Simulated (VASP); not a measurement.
# CoH3 (Fm-3m) in VASP: a series of runs

Runs on CoH3. Level: PBE. Tasks: single point, relaxation of cell and atoms.

All numbers are computed with VASP 6.6.1; they aren't measurements. Logs are shortened: lines on timing, memory, paths and dates and some standing lists are left out, and cuts for length are marked.

### 1 The cell of the first run

Symmetry: Fm-3m, No. 225, cubic system. The conventional cell has a = 4.826 Å, b = 4.826 Å, c = 4.826 Å, α = 90.00°, β = 90.00°, γ = 90.00°. Co (site symmetry m-3m) has 14 H at 2.09 to 2.41 Å within 2.8 Å. H (site symmetry -43m) has 4 Co at 2.09 Å and 10 H at 2.09 to 2.41 Å within 2.8 Å. H (site symmetry m-3m) has 8 H at 2.09 Å and 6 Co at 2.41 Å within 2.8 Å.

The cell was generated, and may not be a known phase.

### 2 Single point, PBE, collinear spin, ferromagnetic start

INCAR

```
PREC = Accurate
ENCUT = 520
EDIFF = 1E-6
ISMEAR = 0
SIGMA = 0.1
LREAL = F
LASPH = T
NELM = 150
ALGO = Normal
ISIF = 2
LWAVE = F
LCHARG = F
ISPIN = 2
MAGMOM = 3 0 0 0
LORBIT = 11
LMAXMIX = 4
GGA = PE
NBANDS = 18
```

KPOINTS

```
regular mesh
0
Gamma
  6 6 6
```

POSCAR

```
CoH3
1.0
    0.0000000000      2.4128523100      2.4128523100
    2.4128523100      0.0000000000      2.4128523100
    2.4128523100      2.4128523100      0.0000000000
Co H
1 3
Direct
    0.0000000000      0.0000000000      0.0000000000
    0.2500000000      0.2500000000      0.2500000000
    0.7500000000      0.7500000000      0.7500000000
    0.5000000000      0.5000000000      0.5000000000
```

Potentials or basis: VASP PAW PBE potentials, release 64 (Co, H).

Launch:

```console
cat potpaw_PBE.64/Co/POTCAR potpaw_PBE.64/H/POTCAR > POTCAR
mpirun -np 1 vasp_std > vasp.out
```

OUTCAR:

```text
PREC = Accurate
   ENCUT = 520
   EDIFF = 1E-6
   ISMEAR = 0
   LREAL = F
   LASPH = T
   NELM = 150
   ISIF = 2
   ISPIN = 2
   LORBIT = 11
   GGA = PE

 ion  position               nearest neighbor table
   1  0.000  0.000  0.000-
   2  0.250  0.250  0.250-
   3  0.750  0.750  0.750-
   4  0.500  0.500  0.500-

  LATTYP: Found a face centered cubic cell.
 ALAT       =     4.8257046200

  Lattice vectors:

 A1 = (   0.0000000000,   2.4128523100,   2.4128523100)
 A2 = (   2.4128523100,   0.0000000000,   2.4128523100)
 A3 = (   2.4128523100,   2.4128523100,   0.0000000000)

Analysis of symmetry for initial positions (statically):
=====================================================================
 Subroutine PRICEL returns:
 Original cell was already a primitive cell.

 Routine SETGRP: Setting up the symmetry group for a
 face centered cubic supercell.

 Subroutine GETGRP returns: Found 48 space group operations
 (whereof 48 operations were pure point group operations)
 out of a pool of 48 trial point group operations.

The static configuration has the point symmetry O_h .

Analysis of symmetry for dynamics (positions and initial velocities):
=====================================================================
 Subroutine PRICEL returns:
 Original cell was already a primitive cell.

 Routine SETGRP: Setting up the symmetry group for a
 face centered cubic supercell.

 Subroutine GETGRP returns: Found 48 space group operations
 (whereof 48 operations were pure point group operations)
 out of a pool of 48 trial point group operations.

The dynamic configuration has the point symmetry O_h .

Analysis of structural, dynamic, and magnetic symmetry:
=====================================================================
 Subroutine PRICEL returns:
 Original cell was already a primitive cell.

 Routine SETGRP: Setting up the symmetry group for a
 face centered cubic supercell.

 Subroutine GETGRP returns: Found 48 space group operations
 (whereof 48 operations were pure point group operations)
 out of a pool of 48 trial point group operations.

The overall configuration has the point symmetry O_h .

 Subroutine INISYM returns: Found 48 space group operations
 (whereof 48 operations are pure point group operations),
 and found     1 'primitive' translations

----------------------------------------------------------------------------------------

                                     Primitive cell

  volume of cell :      28.0946

  direct lattice vectors                    reciprocal lattice vectors
     0.000000000  2.412852310  2.412852310    -0.207223624  0.207223624  0.207223624
     2.412852310  0.000000000  2.412852310     0.207223624 -0.207223624  0.207223624
     2.412852310  2.412852310  0.000000000     0.207223624  0.207223624 -0.207223624

  length of vectors
     3.412288461  3.412288461  3.412288461     0.358921845  0.358921845  0.358921845

  position of ions in fractional coordinates (direct lattice)
     0.000000000  0.000000000  0.000000000
     0.250000000  0.250000000  0.250000000
     0.750000000  0.750000000  0.750000000
     0.500000000  0.500000000  0.500000000

  ion indices of the primitive-cell ions
   primitive index   ion index
                 1           1
                 2           2
                 3           3
                 4           4

----------------------------------------------------------------------------------------

 KPOINTS: regular mesh

Automatic generation of k-mesh.
 Grid dimensions read from file:
 generate k-points for:    6    6    6

 Generating k-lattice:

  Cartesian coordinates                     Fractional coordinates (reciprocal lattice)
    -0.034537271  0.034537271  0.034537271     0.166666667  0.000000000  0.000000000
     0.034537271 -0.034537271  0.034537271     0.000000000  0.166666667  0.000000000
     0.034537271  0.034537271 -0.034537271     0.000000000  0.000000000  0.166666667

  Length of vectors
     0.059820308  0.059820308  0.059820308

  Shift w.r.t. Gamma in fractional coordinates (k-lattice)
     0.000000000  0.000000000  0.000000000

 Subroutine IBZKPT returns following result:
 ===========================================

 Found     16 irreducible k-points:

 Following reciprocal coordinates:
            Coordinates               Weight
  0.000000  0.000000  0.000000      1.000000
  0.166667  0.000000  0.000000      8.000000
  0.333333  0.000000  0.000000      8.000000
  0.500000  0.000000  0.000000      4.000000
  0.166667  0.166667  0.000000      6.000000
  0.333333  0.166667  0.000000     24.000000
[... 8 lines left out ...]
 -0.333333  0.333333  0.166667     24.000000
 -0.333333  0.500000  0.166667     12.000000
   k-points           NKPTS =     16   k-points in BZ     NKDIM =     16   number of bands    NBANDS=     18
   number of dos      NEDOS =    301   number of ions     NIONS =      4
   total plane-waves  NPLWV =  21952
   dimension x,y,z NGX =    28 NGY =   28 NGZ =   28
   dimension x,y,z NGXF=    56 NGYF=   56 NGZF=   56
   ions per type =               1   3
   NGX,Y,Z   is equivalent  to a cutoff of  13.64, 13.64, 13.64 a.u.
   NGXF,Y,Z  is equivalent  to a cutoff of  27.28, 27.28, 27.28 a.u.
 SYSTEM =  unknown system
   PREC   = accura    normal or accurate (medium, high low for compatibility)
   ISTART =      0    job   : 0-new  1-cont  2-samecut
   ICHARG =      2    charge: 1-file 2-atom 10-const
   ISPIN  =      2    spin polarized calculation?
   LNONCOLLINEAR =      F non collinear calculations
   LSORBIT =      F    spin-orbit coupling
   LASPH  =      T    aspherical Exc in radial PAW
   ENCUT  =  520.0 eV  38.22 Ry    6.18 a.u.   6.34  6.34  6.34*2*pi/ulx,y,z
   NELM   =    150;   NELMIN=  2; NELMDL= -5     # of ELM steps
   EDIFF  = 0.1E-05   stopping-criterion for ELM
   LREAL  =      F    real-space projection
   EDIFFG = 0.1E-04   stopping-criterion for IOM
   NSW    =      0    number of steps for IOM
   IBRION =     -1    ionic relax: 0-MD 1-quasi-New 2-CG
   NFREE  =      0    steps in history (QN), initial steepest desc. (CG)
   ISIF   =      2    stress and relaxation
   ISYM   =      2    0-nonsym 1-usesym 2-fastsym
   POTIM  = 0.5000    time-step for ionic-motion
   TEBEG  =    0.0;   TEEND  =   0.0 temperature during run
   PSTRESS=    0.0 pullay stress
   NELECT =      12.0000    total number of electrons
   NUPDOWN=      -1.0000    fix difference up-down
   EMIN   =  10.00;   EMAX   =-10.00  energy-range for DOS
   EFERMI =   0.00;   METHOD = LEGACY
   ISMEAR =     0;   SIGMA  =   0.10  broadening in eV -4-tet -1-fermi 0-gaus
   EFERMI_NEDOS =   21; number of points for ismear=-14 and -15
   IALGO  =     38    algorithm
   IMIX   =      4    mixing-type and parameters
     AMIX     =   0.40;   BMIX     =  1.00
     AMIX_MAG =   1.60;   BMIX_MAG =  1.00
  volume/ion in A,a.u.               =       7.02        47.40
  Fermi-wavevector in a.u.,A,eV,Ry     =   1.232900  2.329843 20.681431  1.520042
  Thomas-Fermi vector in A             =   2.367652
   LORBIT       =     11    0 simple, 1 ext, 2 COOP (PROOUT), +10 PAW based schemes
   GGA     = PE    functional components
   LHFCALC =     F    Hartree Fock is set to
   AEXX    =    0.0000 exact exchange contribution
   IVDW    =     0    specifies the selected vdW correction
   LEPSILON=     F    determine dielectric tensor
   LRPA    =     F    only Hartree local field effects (RPA)
 spin polarized calculation
 Gauss-broadening in eV      SIGMA  =   0.10
  energy-cutoff  :      520.00
  volume of cell :       28.09
 maximum number of plane-waves:       769
 NGX is ok and might be reduce to    28
   NGX = 13   NGY = 13   NGZ = 13

 number of electron      12.0000004 magnetization      -0.0009033

 number of electron      12.0000004 magnetization       0.0006160

 Free energy of the ion-electron system (eV)
  ---------------------------------------------------
  ext. energy  EPLUGINS =         0.00000000
  ---------------------------------------------------
  free energy    TOTEN  =       -13.74930364 eV

  energy without entropy =      -13.74891717  energy(sigma->0) =      -13.74911040

 E-fermi :   3.9284     XC(G=0): -10.6528

 val. band max:        3.7340390766   @ k =  -0.3333   0.3333   0.0000
 cond. band min:       4.1215653949   @ k =  -0.3333   0.3333   0.1667
 fundamental gap:      0.3875263183
 Fermi energy:         3.9284244421

 spin component 1

 k-point     1 :       0.0000    0.0000    0.0000
  band No.  band energies     occupation
      1      -6.5821      1.00000
      2       2.5589      1.00000
      3       2.5589      1.00000
      4       2.5589      1.00000
      5       3.0724      1.00000
      6       3.0724      1.00000
[... 10 lines left out ...]
     17      21.1009      0.00000
     18      21.1009      0.00000
[... 297 lines left out ...]
      1      -1.0306      1.00000
      2      -0.7128      1.00000
      3      -0.4751      1.00000
      4       3.0394      1.00000
      5       3.3236      1.00000
      6       3.6794      0.99979
[... 10 lines left out ...]
     17      28.4429      0.00000
     18      29.1651      0.00000
 Fermi energy:         3.9284244421

 spin component 2

 k-point     1 :       0.0000    0.0000    0.0000
  band No.  band energies     occupation
      1      -6.5821      1.00000
      2       2.5596      1.00000
      3       2.5596      1.00000
      4       2.5596      1.00000
      5       3.0729      1.00000
      6       3.0729      1.00000
[... 10 lines left out ...]
     17      21.1010      0.00000
     18      21.1010      0.00000
[... 298 lines left out ...]
      2      -0.7128      1.00000
      3      -0.4750      1.00000
      4       3.0399      1.00000
      5       3.3244      1.00000
      6       3.6802      0.99978
[... 10 lines left out ...]
     17      28.4429      0.00000
     18      29.1652      0.00000

------------------------ aborting loop because EDIFF is reached ----------------------------------------

  FORCE on cell =-STRESS in cart. coord.  units (eV):
  Direction    XX          YY          ZZ          XY          YZ          ZX
  --------------------------------------------------------------------------------------
  -------------------------------------------------------------------------------------
  Total       -5.9223355     -5.9223355     -5.9223355      0.0000000      0.0000000     -0.0000000
  in kB     -337.7391228   -337.7391228   -337.7391228      0.0000000      0.0000000     -0.0000000
  external PRESSURE =    -337.7391228 kB  Pullay stress =       0.0000000 kB

 VOLUME and BASIS-vectors are now :
 -----------------------------------------------------------------------------
  energy-cutoff  :      520.00
  volume of cell :       28.09
      direct lattice vectors                 reciprocal lattice vectors
     0.000000000  2.412852310  2.412852310    -0.207223624  0.207223624  0.207223624
     2.412852310  0.000000000  2.412852310     0.207223624 -0.207223624  0.207223624
     2.412852310  2.412852310  0.000000000     0.207223624  0.207223624 -0.207223624

 POSITION                                       TOTAL-FORCE (eV/Angst)
 -----------------------------------------------------------------------------------
      0.00000      0.00000      0.00000        -0.000000     -0.000000      0.000000
      1.20643      1.20643      1.20643         0.000000      0.000000      0.000000
      3.61928      3.61928      3.61928        -0.000000     -0.000000     -0.000000
      2.41285      2.41285      2.41285        -0.000000     -0.000000      0.000000
 -----------------------------------------------------------------------------------
    total drift:                               -0.000000     -0.000000      0.000000

  FREE ENERGIE OF THE ION-ELECTRON SYSTEM (eV)
  ---------------------------------------------------
  free  energy   TOTEN  =       -13.7493036365 eV

  energy  without entropy=      -13.7489171725  energy(sigma->0) =      -13.74911040

 total charge

# of ion       s       p       d       tot
------------------------------------------
    1        0.205   0.233   7.381   7.820
    2        0.427   0.012   0.000   0.439
    3        0.427   0.012   0.000   0.439
    4        0.353   0.010   0.000   0.363
--------------------------------------------------
tot          1.412   0.268   7.381   9.061

 magnetization (x)

# of ion       s       p       d       tot
------------------------------------------
    1        0.000  -0.000   0.000   0.000
    2       -0.000  -0.000   0.000  -0.000
    3       -0.000  -0.000   0.000  -0.000
    4       -0.000  -0.000   0.000  -0.000
--------------------------------------------------
tot         -0.000  -0.000   0.000   0.000
```

Run time: 20 s. Hardware: 1 thread of Intel Xeon 6975P-C (Granite Rapids), shared host; peak memory 0.17 GiB.

What came out:

```yaml
Free_energy: -13.7493 eV
Pressure: -33.8 GPa
Band_gap_on_the_k_mesh: 0.39 eV
Net_moment: 0.00 μB per cell
Valence_electrons_inside_the_program's_atomic_spheres: Co 7.82; H 0.44, 0.36 (each value once)
```

Caveat: the cell stands under tension; the moments typed at the start vanished in this run.

### 3 Relaxation of cell and atoms, PBE

This run uses another cell than the first one, of 4.52 Å³/atom.

INCAR

```
PREC = Accurate
ENCUT = 600
EDIFF = 1E-7
ISMEAR = 0
SIGMA = 0.02
LREAL = False
LASPH = True
NELM = 100
ALGO = Normal
ISIF = 3
LWAVE = False
LCHARG = False
GGA = PE
IBRION = 2
NSW = 100
EDIFFG = -0.01
```

KPOINTS

```
regular mesh
0
Gamma
  12 12 12
```

POSCAR

```
CoH3
1.0
    0.0000000000      2.0825338505      2.0825338505
    2.0825338505      0.0000000000      2.0825338505
    2.0825338505      2.0825338505      0.0000000000
Co H
1 3
Direct
    0.0000000000      0.0000000000      0.0000000000
    0.2500000000      0.2500000000      0.2500000000
    0.7500000000      0.7500000000      0.7500000000
    0.5000000000      0.5000000000      0.5000000000
```

Potentials or basis: VASP PAW PBE potentials, release 64 (Co, H).

Launch:

```console
cat potpaw_PBE.64/Co/POTCAR potpaw_PBE.64/H/POTCAR > POTCAR
mpirun -np 1 vasp_std > vasp.out
```

Wall time 5.9 s (1 thread of Intel Xeon 6975P-C (Granite Rapids), shared host); peak memory 0.15 GiB.

The run converged. Its results:

```
Free energy             : -15.2801 eV
Pressure after relaxing : -0.2 GPa
Band gap on the k mesh  : zero (bands 6 and 7 overlap by 0.03 eV)
```

Final structure:
```
CELL_PARAMETERS angstrom
0.00000 2.08253 2.08253
2.08253 0.00000 2.08253
2.08253 2.08253 0.00000
ATOMIC_POSITIONS crystal
Co 0.00000 0.00000 0.00000
H 0.25000 0.25000 0.25000
H 0.75000 0.75000 0.75000
H 0.50000 0.50000 0.50000
```

Levels at points of the mesh, in eV from the Fermi level:
```csv
k point,band 3,band 4,band 5,band 6,band 7,band 8,band 9,band 10
"(0.00, 0.00, 0.00)",-2.92,-2.92,-1.89,-1.89,0.98,4.69,14.11,14.11
"(0.50, 0.00, 0.00)",-2.95,-2.95,-1.42,-1.42,0.29,1.03,11.42,12.13
"(0.50, 0.50, 0.00)",-7.10,-1.37,-1.32,-1.32,1.07,4.25,4.93,4.93
```

Caveat: the relaxation stopped at its first step, so nothing moved; the run has no spin polarisation, though such a crystal can be magnetic. Spin polarisation is off, so any magnetic state and its effect on volume and gap are missing.

### 4 Single point, PBE

This run uses another cell than the first one, of 4.51 Å³/atom.

INCAR

```
  PREC = Accurate
  ENCUT = 520
  EDIFF = 1E-7
  ISMEAR = 0
  SIGMA = 0.1
  LREAL = False
  LASPH = True
  NELM = 60
  ALGO = Normal
  ISIF = 2
  LWAVE = False
  LCHARG = False
  GGA = PE
  NBANDS = 14
```

KPOINTS

```
regular mesh
0
Gamma
  20 20 20
```

POSCAR

```
CoH3
1.0
    0.0000000000      2.0823481189      2.0823481189
    2.0823481189      0.0000000000      2.0823481189
    2.0823481189      2.0823481189      0.0000000000
Co H
1 3
Direct
    0.0000000000      0.0000000000      0.0000000000
    0.2500000000      0.2500000000      0.2500000000
    0.7500000000      0.7500000000      0.7500000000
    0.5000000000      0.5000000000      0.5000000000
```

Launch:

```console
cat potpaw_PBE.64/Co/POTCAR potpaw_PBE.64/H/POTCAR > POTCAR
mpirun -np 1 vasp_std > vasp.out
```

It took 21 s on 1 thread of Intel Xeon 6975P-C (Granite Rapids), shared host; peak memory 0.19 GiB.

The run converged. Its results:

```yaml
Free_energy: -15.2784 eV
Pressure: -0.2 GPa
Band_gap_on_the_k_mesh: zero (bands 6 and 7 overlap by 0.19 eV)
```

Levels at points of the mesh, in eV from the Fermi level:
```
           k point  band 4  band 5  band 6  band 7  band 8  band 9
(0.00, 0.00, 0.00)   -2.75   -1.72   -1.72    1.14    4.86   14.28
(0.50, 0.00, 0.00)   -2.78   -1.25   -1.25    0.46    1.20   11.59
(0.50, 0.50, 0.00)   -1.20   -1.15   -1.15    1.24    4.42    5.10
```

Caveat: the run has no spin polarisation, though such a crystal can be magnetic.

(Continued in part 2 of 2.)

The gap in the log of VASP goes by the Fermi energy; the results here count the filled bands.